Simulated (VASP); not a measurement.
# CaSe (Pm-3m) in VASP: further runs, part 2 of 2

VASP 6.6.1. Earlier steps stand in the parts before.

## 4. Single point, LDA

This run uses another cell than the first one, of 22.32 Å³/atom.

Input file INCAR:

```
SYSTEM = CaSe
PREC = Accurate
ENCUT = 520
EDIFF = 1E-7
ISMEAR = -1
SIGMA = 0.02
LREAL = .False.
LASPH = .True.
NELM = 80
ALGO = Normal
ISIF = 2
LWAVE = .False.
LCHARG = .True.
LELF = .True.
LVHAR = .True.
NBANDS = 15
```

Input file KPOINTS:

```
regular mesh
0
Gamma
  6 6 6
  0 0 0
```

Input file POSCAR:

```
CaSe
1.0
    3.5474238743      0.0000000000      0.0000000000
    0.0000000000      3.5474238743      0.0000000000
    0.0000000000      0.0000000000      3.5474238743
Ca Se
1 1
Direct
    0.0000000000      0.0000000000      0.0000000000
    0.5000000000      0.5000000000      0.5000000000
```

Potentials or basis: VASP PAW LDA potentials, release 64 (Ca_sv, Se).

Command:

```
$ cat potpaw_LDA.64/Ca_sv/POTCAR potpaw_LDA.64/Se/POTCAR > POTCAR
$ mpirun -np 1 vasp_std > vasp.out
```

OUTCAR:

```text
SYSTEM = CaSe
   PREC = Accurate
   ENCUT = 520
   EDIFF = 1E-7
   ISMEAR = -1
   LREAL = .False.
   LASPH = .True.
   NELM = 80
   ISIF = 2

 ion  position               nearest neighbor table
   1  0.000  0.000  0.000-
   2  0.500  0.500  0.500-

  LATTYP: Found a simple cubic cell.
 ALAT       =     3.5474238743

  Lattice vectors:

 A1 = (   3.5474238743,   0.0000000000,   0.0000000000)
 A2 = (   0.0000000000,   3.5474238743,   0.0000000000)
 A3 = (   0.0000000000,   0.0000000000,   3.5474238743)

Analysis of symmetry for initial positions (statically):
=====================================================================
 Subroutine PRICEL returns:
 Original cell was already a primitive cell.

 Routine SETGRP: Setting up the symmetry group for a
 simple cubic supercell.

 Subroutine GETGRP returns: Found 48 space group operations
 (whereof 48 operations were pure point group operations)
 out of a pool of 48 trial point group operations.

The static configuration has the point symmetry O_h .

Analysis of symmetry for dynamics (positions and initial velocities):
=====================================================================
 Subroutine PRICEL returns:
 Original cell was already a primitive cell.

 Routine SETGRP: Setting up the symmetry group for a
 simple cubic supercell.

 Subroutine GETGRP returns: Found 48 space group operations
 (whereof 48 operations were pure point group operations)
 out of a pool of 48 trial point group operations.

The dynamic configuration has the point symmetry O_h .

 Subroutine INISYM returns: Found 48 space group operations
 (whereof 48 operations are pure point group operations),
 and found     1 'primitive' translations

----------------------------------------------------------------------------------------

                                     Primitive cell

  volume of cell :      44.6415

  direct lattice vectors                    reciprocal lattice vectors
     3.547423874  0.000000000  0.000000000     0.281894703  0.000000000  0.000000000
     0.000000000  3.547423874  0.000000000     0.000000000  0.281894703  0.000000000
     0.000000000  0.000000000  3.547423874     0.000000000  0.000000000  0.281894703

  length of vectors
     3.547423874  3.547423874  3.547423874     0.281894703  0.281894703  0.281894703

  position of ions in fractional coordinates (direct lattice)
     0.000000000  0.000000000  0.000000000
     0.500000000  0.500000000  0.500000000

  ion indices of the primitive-cell ions
   primitive index   ion index
                 1           1
                 2           2

----------------------------------------------------------------------------------------

 KPOINTS: regular mesh

Automatic generation of k-mesh.
 Grid dimensions read from file:
 generate k-points for:    6    6    6

 Generating k-lattice:

  Cartesian coordinates                     Fractional coordinates (reciprocal lattice)
     0.046982451  0.000000000  0.000000000     0.166666667  0.000000000  0.000000000
     0.000000000  0.046982451  0.000000000     0.000000000  0.166666667  0.000000000
     0.000000000  0.000000000  0.046982451     0.000000000  0.000000000  0.166666667

  Length of vectors
     0.046982451  0.046982451  0.046982451

  Shift w.r.t. Gamma in fractional coordinates (k-lattice)
     0.000000000  0.000000000  0.000000000

 Subroutine IBZKPT returns following result:
 ===========================================

 Found     20 irreducible k-points:

 Following reciprocal coordinates:
            Coordinates               Weight
  0.000000  0.000000  0.000000      1.000000
  0.166667  0.000000  0.000000      6.000000
  0.333333  0.000000  0.000000      6.000000
  0.500000  0.000000  0.000000      3.000000
  0.166667  0.166667  0.000000     12.000000
  0.333333  0.166667  0.000000     24.000000
[... 12 lines left out ...]
  0.500000  0.500000  0.333333      6.000000
  0.500000  0.500000  0.500000      1.000000
   k-points           NKPTS =     20   k-points in BZ     NKDIM =     20   number of bands    NBANDS=     15
   number of dos      NEDOS =    301   number of ions     NIONS =      2
   total plane-waves  NPLWV =  21952
   dimension x,y,z NGX =    28 NGY =   28 NGZ =   28
   dimension x,y,z NGXF=    56 NGYF=   56 NGZF=   56
   ions per type =               1   1
   NGX,Y,Z   is equivalent  to a cutoff of  13.12, 13.12, 13.12 a.u.
   NGXF,Y,Z  is equivalent  to a cutoff of  26.24, 26.24, 26.24 a.u.
 SYSTEM =  CaSe
   PREC   = accura    normal or accurate (medium, high low for compatibility)
   ISTART =      0    job   : 0-new  1-cont  2-samecut
   ICHARG =      2    charge: 1-file 2-atom 10-const
   ISPIN  =      1    spin polarized calculation?
   LNONCOLLINEAR =      F non collinear calculations
   LSORBIT =      F    spin-orbit coupling
   LASPH  =      T    aspherical Exc in radial PAW
   ENCUT  =  520.0 eV  38.22 Ry    6.18 a.u.   6.60  6.60  6.60*2*pi/ulx,y,z
   NELM   =     80;   NELMIN=  2; NELMDL= -5     # of ELM steps
   EDIFF  = 0.1E-06   stopping-criterion for ELM
   LREAL  =      F    real-space projection
   EDIFFG = 0.1E-05   stopping-criterion for IOM
   NSW    =      0    number of steps for IOM
   IBRION =     -1    ionic relax: 0-MD 1-quasi-New 2-CG
   NFREE  =      0    steps in history (QN), initial steepest desc. (CG)
   ISIF   =      2    stress and relaxation
   ISYM   =      2    0-nonsym 1-usesym 2-fastsym
   POTIM  = 0.5000    time-step for ionic-motion
   TEBEG  =    0.0;   TEEND  =   0.0 temperature during run
   PSTRESS=    0.0 pullay stress
   NELECT =      16.0000    total number of electrons
   NUPDOWN=      -1.0000    fix difference up-down
   EMIN   =  10.00;   EMAX   =-10.00  energy-range for DOS
   EFERMI =   0.00;   METHOD = LEGACY
   ISMEAR =    -1;   SIGMA  =   0.02  broadening in eV -4-tet -1-fermi 0-gaus
   EFERMI_NEDOS =   21; number of points for ismear=-14 and -15
   IALGO  =     38    algorithm
   IMIX   =      4    mixing-type and parameters
     AMIX     =   0.40;   BMIX     =  1.00
     AMIX_MAG =   1.60;   BMIX_MAG =  1.00
  volume/ion in A,a.u.               =      22.32       150.63
  Fermi-wavevector in a.u.,A,eV,Ry     =   1.162880  2.197525 18.399036  1.352291
  Thomas-Fermi vector in A             =   2.299437
   LORBIT       =      0    0 simple, 1 ext, 2 COOP (PROOUT), +10 PAW based schemes
   GGA     = CA    functional components
   LHFCALC =     F    Hartree Fock is set to
   AEXX    =    0.0000 exact exchange contribution
   IVDW    =     0    specifies the selected vdW correction
   LEPSILON=     F    determine dielectric tensor
   LRPA    =     F    only Hartree local field effects (RPA)
 non-spin polarized calculation
  energy-cutoff  :      520.00
  volume of cell :       44.64
 maximum number of plane-waves:      1228
 NGX is ok and might be reduce to    28
   NGX = 13   NGY = 13   NGZ = 13

 number of electron      15.9999999 magnetization

 Free energy of the ion-electron system (eV)
  ---------------------------------------------------
  ext. energy  EPLUGINS =         0.00000000
  ---------------------------------------------------
  free energy    TOTEN  =        -9.93306128 eV

  energy without entropy =       -9.93306117  energy(sigma->0) =       -9.93306123

 E-fermi :   5.0498     XC(G=0): -10.2192

 val. band max:        4.8143645786   @ k =   0.5000   0.5000   0.0000
 cond. band min:       5.2851888723   @ k =   0.5000   0.5000   0.0000
 fundamental gap:      0.4708242937
 Fermi energy:         5.0497756371

 k-point     1 :       0.0000    0.0000    0.0000
  band No.  band energies     occupation
      1     -35.9082      2.00000
      2     -17.1382      2.00000
      3     -17.1382      2.00000
      4     -17.1382      2.00000
      5      -8.6365      2.00000
      6       3.8785      2.00000
      7       3.8785      2.00000
      8       3.8785      2.00000
      9       5.5301      0.00000
     10       5.5301      0.00000
     11       7.1221      0.00000
     12       9.2113      0.00000
     13       9.2113      0.00000
     14       9.2113      0.00000
[... 329 lines left out ...]
      2     -17.2969      2.00000
      3     -17.2969      2.00000
      4     -17.2969      2.00000
      5      -6.7630      2.00000
      6       0.6966      2.00000
      7       0.6966      2.00000
      8       0.6966      2.00000
      9       8.6445      0.00000
     10       8.6445      0.00000
     11       8.6445      0.00000
     12      10.3941      0.00000
     13      10.3941      0.00000
     14      10.8644      0.00000
     15      10.8644      0.00000

------------------------ aborting loop because EDIFF is reached ----------------------------------------

  FORCE on cell =-STRESS in cart. coord.  units (eV):
  Direction    XX          YY          ZZ          XY          YZ          ZX
  --------------------------------------------------------------------------------------
  -------------------------------------------------------------------------------------
  Total        0.0785172      0.0785172      0.0785172     -0.0000000     -0.0000000     -0.0000000
  in kB        2.8179681      2.8179681      2.8179681     -0.0000000     -0.0000000     -0.0000000
  external PRESSURE =       2.8179681 kB  Pullay stress =       0.0000000 kB

 VOLUME and BASIS-vectors are now :
 -----------------------------------------------------------------------------
  energy-cutoff  :      520.00
  volume of cell :       44.64
      direct lattice vectors                 reciprocal lattice vectors
     3.547423874  0.000000000  0.000000000     0.281894703  0.000000000  0.000000000
     0.000000000  3.547423874  0.000000000     0.000000000  0.281894703  0.000000000
     0.000000000  0.000000000  3.547423874     0.000000000  0.000000000  0.281894703

 POSITION                                       TOTAL-FORCE (eV/Angst)
 -----------------------------------------------------------------------------------
      0.00000      0.00000      0.00000         0.000000      0.000000      0.000000
      1.77371      1.77371      1.77371         0.000000      0.000000      0.000000
 -----------------------------------------------------------------------------------
    total drift:                               -0.000000      0.000000      0.000000

  FREE ENERGIE OF THE ION-ELECTRON SYSTEM (eV)
  ---------------------------------------------------
  free  energy   TOTEN  =        -9.9330612800 eV

  energy  without entropy=       -9.9330611703  energy(sigma->0) =       -9.93306123
```

Run time: 12 s. Hardware: 1 thread of Intel Xeon Platinum 8259CL at 2.50GHz (Skylake/Cascade Lake), shared host; peak memory 0.14 GiB.

What came out:

```yaml
Free_energy: -9.9331 eV
Pressure: 0.3 GPa
Band_gap_on_the_k_mesh: 0.47 eV
```

Levels at points of the mesh, in eV from the valence-band top:
| k point | band 5 | band 6 | band 7 | band 8 | band 9 | band 10 | band 11 | band 12 |
| --- | --- | --- | --- | --- | --- | --- | --- | --- |
| (0.00, 0.00, 0.00) | -13.45 | -0.94 | -0.94 | -0.94 | 0.72 | 0.72 | 2.31 | 4.40 |
| (0.50, 0.00, 0.00) | -12.55 | -5.36 | -1.21 | -1.21 | 1.73 | 4.68 | 4.84 | 4.90 |
| (0.50, 0.50, 0.00) | -12.26 | -3.85 | -3.85 | 0.00 | 0.47 | 2.89 | 3.04 | 3.04 |
| (0.50, 0.50, 0.50) | -11.58 | -4.12 | -4.12 | -4.12 | 3.83 | 3.83 | 3.83 | 5.58 |

A k mesh can miss the band edges.

## 5. Overview

| level | potentials or basis | cell | k mesh | smearing | gap on the mesh (eV) | pressure (GPa) |
| --- | --- | --- | --- | --- | --- | --- |
| PBE | VASP PAW PBE potentials, release 64 (Ca_sv, Se) | a = 3.635 Å, 2 atoms | 4 × 4 × 4 | gaussian 0.01 eV | 0.73 | 1.2 |
| PBEsol | VASP PAW PBE potentials, release 64 (Ca_sv, Se) | a = 3.596 Å, 2 atoms | 6 × 6 × 6 | fermi-dirac 0.02 eV | 0.61 | 0.2 |
| LDA | VASP PAW LDA potentials, release 64 (Ca_sv, Se) | a = 3.547 Å, 2 atoms | 6 × 6 × 6 | fermi-dirac 0.02 eV | 0.47 | 0.3 |

Alike in all rows: task single point; no spin polarisation; cutoff (eV) 520.

Caveats: some runs use coarse meshes; the PAW data sets were made with another functional, which shifts forces and pressure a little (at least some runs).

Total energies depend on the potentials used, so only differences within one code and one set of settings carry meaning.
